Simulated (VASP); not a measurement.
# Te2Mo (R3m) in VASP: notebook

The runs below take Te2Mo through single point, with PBE.

All numbers are computed with VASP 6.6.1; they aren't measurements. Logs are shortened: lines on timing, memory, paths and dates and some standing lists are left out, and cuts for length are marked.

### 1 The cell of the first run

It takes space group R3m (No. 160, trigonal). Conventional cell: a = 3.547 Å, b = 3.547 Å, c = 21.312 Å, α = 90.00°, β = 90.00°, γ = 120.00°. Within 3.6 Å of Mo (site symmetry 3m) lie 6 Te at 2.72 Å and 6 Mo at 3.55 Å. Te (site symmetry 3m) has 3 Mo at 2.72 Å and 7 Te at 3.55 to 3.58 Å within 3.6 Å. Te (site symmetry 3m) has 3 Mo at 2.72 Å and 7 Te at 3.55 to 3.58 Å within 3.6 Å.

### 2 Single point, PBE

File INCAR:

```
  PREC = Accurate
  ENCUT = 520
  EDIFF = 1E-6
  ISMEAR = 1
  SIGMA = 0.2
  LREAL = False
  LASPH = True
  NELM = 60
  ALGO = Normal
  ISIF = 2
  LWAVE = False
  LCHARG = False
  GGA = PE
  NBANDS = 20
```

File KPOINTS:

```
regular mesh
0
Gamma
  6 6 6
```

File POSCAR:

```
Te2Mo
1.0
    1.7734078919      1.0238775238      7.1041367115
   -1.7734078919      1.0238775238      7.1041367115
    0.0000000000     -2.0477550476      7.1041367115
Mo Te
1 2
Direct
   -0.0000368534     -0.0000368534     -0.0000368534
    0.4174226661      0.4174226661      0.4174226661
    0.2492808540      0.2492808540      0.2492808540
```

Potentials or basis: VASP PAW PBE potentials, release 64 (Mo_sv, Te).

Launch:

```
$ cat potpaw_PBE.64/Mo_sv/POTCAR potpaw_PBE.64/Te/POTCAR > POTCAR
$ mpirun -np 1 vasp_std > vasp.out
```

OUTCAR:

```text
PREC = Accurate
   ENCUT = 520
   EDIFF = 1E-6
   ISMEAR = 1
   LREAL = False
   LASPH = True
   NELM = 60
   ISIF = 2
   GGA = PE

 ion  position               nearest neighbor table
   1  1.000  1.000  1.000-   3 2.72   3 2.72   3 2.72   2 2.72   2 2.72   2 2.72
   2  0.417  0.417  0.417-   1 2.72   1 2.72   1 2.72   3 3.58
   3  0.249  0.249  0.249-   1 2.72   1 2.72   1 2.72   2 3.58

  LATTYP: Found a trigonal (rhomboedric) cell.
 ALAT       =     7.3933794134
 COS(alpha) =     0.8849302203

  Lattice vectors:

 A1 = (   1.7734078919,   1.0238775238,   7.1041367115)
 A2 = (  -1.7734078919,   1.0238775238,   7.1041367115)
 A3 = (   0.0000000000,  -2.0477550476,   7.1041367115)

Analysis of symmetry for initial positions (statically):
=====================================================================
 Subroutine PRICEL returns:
 Original cell was already a primitive cell.

 Routine SETGRP: Setting up the symmetry group for a
 trigonal (rhombohedral) supercell.

 Subroutine GETGRP returns: Found  6 space group operations
 (whereof  6 operations were pure point group operations)
 out of a pool of 12 trial point group operations.

The static configuration has the point symmetry C_3v.

Analysis of symmetry for dynamics (positions and initial velocities):
=====================================================================
 Subroutine PRICEL returns:
 Original cell was already a primitive cell.

 Routine SETGRP: Setting up the symmetry group for a
 trigonal (rhombohedral) supercell.

 Subroutine GETGRP returns: Found  6 space group operations
 (whereof  6 operations were pure point group operations)
 out of a pool of 12 trial point group operations.

The dynamic configuration has the point symmetry C_3v.

 Subroutine INISYM returns: Found  6 space group operations
 (whereof  6 operations are pure point group operations),
 and found     1 'primitive' translations

----------------------------------------------------------------------------------------

                                     Primitive cell

  volume of cell :      77.3961

  direct lattice vectors                    reciprocal lattice vectors
     1.773407892  1.023877524  7.104136711     0.281943033  0.162779886  0.046921019
    -1.773407892  1.023877524  7.104136711    -0.281943033  0.162779886  0.046921019
     0.000000000 -2.047755048  7.104136711     0.000000000 -0.325559772  0.046921019

  length of vectors
     7.393379413  7.393379413  7.393379413     0.328923619  0.328923619  0.328923619

  position of ions in fractional coordinates (direct lattice)
     0.999963147  0.999963147  0.999963147
     0.417422666  0.417422666  0.417422666
     0.249280854  0.249280854  0.249280854

  ion indices of the primitive-cell ions
   primitive index   ion index
                 1           1
                 2           2
                 3           3

----------------------------------------------------------------------------------------

 KPOINTS: regular mesh

Automatic generation of k-mesh.
 Grid dimensions read from file:
 generate k-points for:    6    6    6

 Generating k-lattice:

  Cartesian coordinates                     Fractional coordinates (reciprocal lattice)
     0.046990506  0.027129981  0.007820170     0.166666667 -0.000000000  0.000000000
    -0.046990506  0.027129981  0.007820170    -0.000000000  0.166666667  0.000000000
     0.000000000 -0.054259962  0.007820170     0.000000000  0.000000000  0.166666667

  Length of vectors
     0.054820603  0.054820603  0.054820603

  Shift w.r.t. Gamma in fractional coordinates (k-lattice)
     0.000000000  0.000000000  0.000000000

 Subroutine IBZKPT returns following result:
 ===========================================

 Found     32 irreducible k-points:

 Following reciprocal coordinates:
            Coordinates               Weight
  0.000000  0.000000  0.000000      1.000000
  0.166667  0.000000 -0.000000      6.000000
  0.333333 -0.000000 -0.000000      6.000000
  0.500000  0.000000 -0.000000      3.000000
  0.166667  0.166667 -0.000000      6.000000
  0.333333  0.166667  0.000000     12.000000
[... 16 lines left out ...]
  0.500000  0.500000  0.166667      6.000000
 -0.333333  0.500000  0.166667     12.000000
 [... further k-points ...]
   k-points           NKPTS =     32   k-points in BZ     NKDIM =     32   number of bands    NBANDS=     20
   number of dos      NEDOS =    301   number of ions     NIONS =      3
   total plane-waves  NPLWV = 175616
   dimension x,y,z NGX =    56 NGY =   56 NGZ =   56
   dimension x,y,z NGXF=   112 NGYF=  112 NGZF=  112
   ions per type =               1   2
   NGX,Y,Z   is equivalent  to a cutoff of  12.59, 12.59, 12.59 a.u.
   NGXF,Y,Z  is equivalent  to a cutoff of  25.18, 25.18, 25.18 a.u.
 SYSTEM =  unknown system
   PREC   = accura    normal or accurate (medium, high low for compatibility)
   ISTART =      0    job   : 0-new  1-cont  2-samecut
   ICHARG =      2    charge: 1-file 2-atom 10-const
   ISPIN  =      1    spin polarized calculation?
   LNONCOLLINEAR =      F non collinear calculations
   LSORBIT =      F    spin-orbit coupling
   LASPH  =      T    aspherical Exc in radial PAW
   ENCUT  =  520.0 eV  38.22 Ry    6.18 a.u.  13.75 13.75 13.75*2*pi/ulx,y,z
   NELM   =     60;   NELMIN=  2; NELMDL= -5     # of ELM steps
   EDIFF  = 0.1E-05   stopping-criterion for ELM
   LREAL  =      F    real-space projection
   EDIFFG = 0.1E-04   stopping-criterion for IOM
   NSW    =      0    number of steps for IOM
   IBRION =     -1    ionic relax: 0-MD 1-quasi-New 2-CG
   NFREE  =      0    steps in history (QN), initial steepest desc. (CG)
   ISIF   =      2    stress and relaxation
   ISYM   =      2    0-nonsym 1-usesym 2-fastsym
   POTIM  = 0.5000    time-step for ionic-motion
   TEBEG  =    0.0;   TEEND  =   0.0 temperature during run
   PSTRESS=    0.0 pullay stress
   NELECT =      26.0000    total number of electrons
   NUPDOWN=      -1.0000    fix difference up-down
   EMIN   =  10.00;   EMAX   =-10.00  energy-range for DOS
   EFERMI =   0.00;   METHOD = LEGACY
   ISMEAR =     1;   SIGMA  =   0.20  broadening in eV -4-tet -1-fermi 0-gaus
   EFERMI_NEDOS =   21; number of points for ismear=-14 and -15
   IALGO  =     38    algorithm
   IMIX   =      4    mixing-type and parameters
     AMIX     =   0.40;   BMIX     =  1.00
     AMIX_MAG =   1.60;   BMIX_MAG =  1.00
  volume/ion in A,a.u.               =      25.80       174.10
  Fermi-wavevector in a.u.,A,eV,Ry     =   1.138045  2.150594 17.621546  1.295147
  Thomas-Fermi vector in A             =   2.274750
   LORBIT       =      0    0 simple, 1 ext, 2 COOP (PROOUT), +10 PAW based schemes
   GGA     = PE    functional components
   LHFCALC =     F    Hartree Fock is set to
   AEXX    =    0.0000 exact exchange contribution
   IVDW    =     0    specifies the selected vdW correction
   LEPSILON=     F    determine dielectric tensor
   LRPA    =     F    only Hartree local field effects (RPA)
 non-spin polarized calculation
 Methfessel and Paxton  Order N= 1 SIGMA  =   0.20
  energy-cutoff  :      520.00
  volume of cell :       77.40
 maximum number of plane-waves:      2120
   NGX = 27   NGY = 27   NGZ = 27

 number of electron      26.0000000 magnetization

 Free energy of the ion-electron system (eV)
  ---------------------------------------------------
  ext. energy  EPLUGINS =         0.00000000
  ---------------------------------------------------
  free energy    TOTEN  =       -18.00571285 eV

  energy without entropy =      -18.00879025  energy(sigma->0) =      -18.00673865

 E-fermi :   7.7487     XC(G=0): -10.2446

 val. band max:        7.7296845429   @ k =   0.5000   0.5000   0.5000
 cond. band min:       8.6203699708   @ k =  -0.1667   0.5000   0.1667
 fundamental gap:      0.8906854279
 Fermi energy:         7.7487037956

 k-point     1 :       0.0000    0.0000    0.0000
  band No.  band energies     occupation
      1     -53.1016      2.00000
      2     -27.2613      2.00000
      3     -27.1484      2.00000
      4     -27.1484      2.00000
      5      -5.1769      2.00000
      6      -3.8841      2.00000
[... 12 lines left out ...]
     19      14.6993      0.00000
     20      15.3246      0.00000

 k-point     2 :       0.1667    0.0000   -0.0000
  band No.  band energies     occupation
      1     -53.0995      2.00000
      2     -27.2546      2.00000
      3     -27.1785      2.00000
      4     -27.1554      2.00000
      5      -4.7993      2.00000
      6      -3.6539      2.00000
[... 12 lines left out ...]
     19      15.2084      0.00000
     20      15.4007      0.00000

 k-point     3 :       0.3333   -0.0000   -0.0000
  band No.  band energies     occupation
      1     -53.0951      2.00000
      2     -27.2413      2.00000
      3     -27.2382      2.00000
      4     -27.1694      2.00000
      5      -3.8401      2.00000
      6      -3.0870      2.00000
[... 12 lines left out ...]
     19      13.8545      0.00000
     20      14.0618      0.00000

 k-point     4 :       0.5000    0.0000   -0.0000
  band No.  band energies     occupation
      1     -53.0929      2.00000
      2     -27.2678      2.00000
      3     -27.2346      2.00000
      4     -27.1764      2.00000
      5      -3.1502      2.00000
      6      -2.7233      2.00000
[... 12 lines left out ...]
     19      13.1873      0.00000
     20      13.9163      0.00000

 k-point     5 :       0.1667    0.1667   -0.0000
  band No.  band energies     occupation
      1     -53.0995      2.00000
      2     -27.2546      2.00000
      3     -27.1785      2.00000
      4     -27.1554      2.00000
      5      -4.7838      2.00000
      6      -3.6811      2.00000
[... 12 lines left out ...]
     19      15.1424      0.00000
     20      15.4146      0.00000

 k-point     6 :       0.3333    0.1667    0.0000
  band No.  band energies     occupation
      1     -53.0962      2.00000
      2     -27.2446      2.00000
      3     -27.2178      2.00000
      4     -27.1715      2.00000
      5      -4.0947      2.00000
      6      -3.2886      2.00000
[... 12 lines left out ...]
     19      14.9971      0.00000
     20      15.6015      0.00000

 k-point     7 :       0.5000    0.1667   -0.0000
  band No.  band energies     occupation
      1     -53.0929      2.00000
      2     -27.2529      2.00000
      3     -27.2346      2.00000
      4     -27.1914      2.00000
      5      -3.1785      2.00000
      6      -2.7541      2.00000
[... 12 lines left out ...]
     19      14.8134      0.00000
     20      15.4539      0.00000
[... 277 lines left out ...]
 k-point    20 :       0.5000    0.3333    0.1667
  band No.  band energies     occupation
      1     -53.0962      2.00000
      2     -27.2446      2.00000
      3     -27.2178      2.00000
      4     -27.1715      2.00000
      5      -3.9932      2.00000
      6      -3.4304      2.00000
[... 12 lines left out ...]
     19      15.3256      0.00000
     20      15.9060      0.00000

 k-point    21 :      -0.3333    0.3333    0.1667
  band No.  band energies     occupation
      1     -53.0929      2.00000
      2     -27.2529      2.00000
      3     -27.2346      2.00000
      4     -27.1914      2.00000
      5      -3.1163      2.00000
      6      -2.8288      2.00000
[... 12 lines left out ...]
     19      14.6217      0.00000
     20      15.3842      0.00000

 k-point    22 :      -0.1667    0.3333    0.1667
  band No.  band energies     occupation
      1     -53.0929      2.00000
      2     -27.2529      2.00000
      3     -27.2346      2.00000
      4     -27.1914      2.00000
      5      -3.1907      2.00000
      6      -2.7413      2.00000
[... 12 lines left out ...]
     19      14.4228      0.00000
     20      15.0968      0.00000

 k-point    23 :       0.5000    0.5000    0.1667
  band No.  band energies     occupation
      1     -53.0951      2.00000
      2     -27.2413      2.00000
      3     -27.2382      2.00000
      4     -27.1694      2.00000
      5      -3.6852      2.00000
      6      -3.2933      2.00000
[... 12 lines left out ...]
     19      14.0456      0.00000
     20      14.7381      0.00000

 k-point    24 :      -0.3333    0.5000    0.1667
  band No.  band energies     occupation
      1     -53.0929      2.00000
      2     -27.2529      2.00000
      3     -27.2346      2.00000
      4     -27.1914      2.00000
      5      -3.0818      2.00000
      6      -2.8691      2.00000
[... 12 lines left out ...]
     19      14.0381      0.00000
     20      15.0249      0.00000

 [... further k-points ...]

------------------------ aborting loop because EDIFF is reached ----------------------------------------

  FORCE on cell =-STRESS in cart. coord.  units (eV):
  Direction    XX          YY          ZZ          XY          YZ          ZX
  --------------------------------------------------------------------------------------
  -------------------------------------------------------------------------------------
  Total        0.7351378      0.7351378      1.3390309      0.0000000      0.0000000      0.0000000
  in kB       15.2180889     15.2180889     27.7192816      0.0000000      0.0000000      0.0000000
  external PRESSURE =      19.3851532 kB  Pullay stress =       0.0000000 kB

 VOLUME and BASIS-vectors are now :
 -----------------------------------------------------------------------------
  energy-cutoff  :      520.00
  volume of cell :       77.40
      direct lattice vectors                 reciprocal lattice vectors
     1.773407892  1.023877524  7.104136711     0.281943033  0.162779886  0.046921019
    -1.773407892  1.023877524  7.104136711    -0.281943033  0.162779886  0.046921019
     0.000000000 -2.047755048  7.104136711     0.000000000 -0.325559772  0.046921019

 POSITION                                       TOTAL-FORCE (eV/Angst)
 -----------------------------------------------------------------------------------
      0.00000      0.00000     21.31162         0.000000      0.000000      0.003034
      0.00000      0.00000      8.89628         0.000000     -0.000000      0.210326
      0.00000      0.00000      5.31278         0.000000      0.000000     -0.213360
 -----------------------------------------------------------------------------------
    total drift:                               -0.000000      0.000000      0.000267

  FREE ENERGIE OF THE ION-ELECTRON SYSTEM (eV)
  ---------------------------------------------------
  free  energy   TOTEN  =       -18.0057128488 eV

  energy  without entropy=      -18.0087902506  energy(sigma->0) =      -18.00673865
```

It took 1.8 min on 1 thread of AMD EPYC 9R45 (Zen 5), shared host; peak memory 0.38 GiB.

Results:

| Quantity | Value |
| --- | --- |
| Free energy | -18.0057 eV |
| Pressure | 1.9 GPa |
| Largest force | 0.213 eV/Å |
| Band gap on the k mesh | 0.89 eV (least direct gap 1.07 eV) |

Forces on the atoms (eV/Å):
```
Mo   0.000  0.000  0.003
Te   0.000  0.000  0.210
Te   0.000  0.000 -0.213
```

Levels at points of the mesh, in eV from the valence-band top:
```tsv
k point	band 11	band 12	band 13	band 14	band 15	band 16
(0.00, 0.00, 0.00)	-1.09	-0.96	-0.42	2.82	2.82	3.28
(0.50, 0.00, 0.00)	-1.53	-1.02	-0.41	1.26	1.48	3.11
(0.50, 0.50, 0.00)	-2.10	-0.83	-0.63	1.21	1.63	2.81
(0.50, 0.50, 0.50)	-1.07	-1.07	0.00	2.97	2.97	3.11
```

Caveat: spin-orbit coupling is left out, which moves the levels of the heavy elements. A k mesh can miss the band edges.

(Part 1 of 2 ends here.)
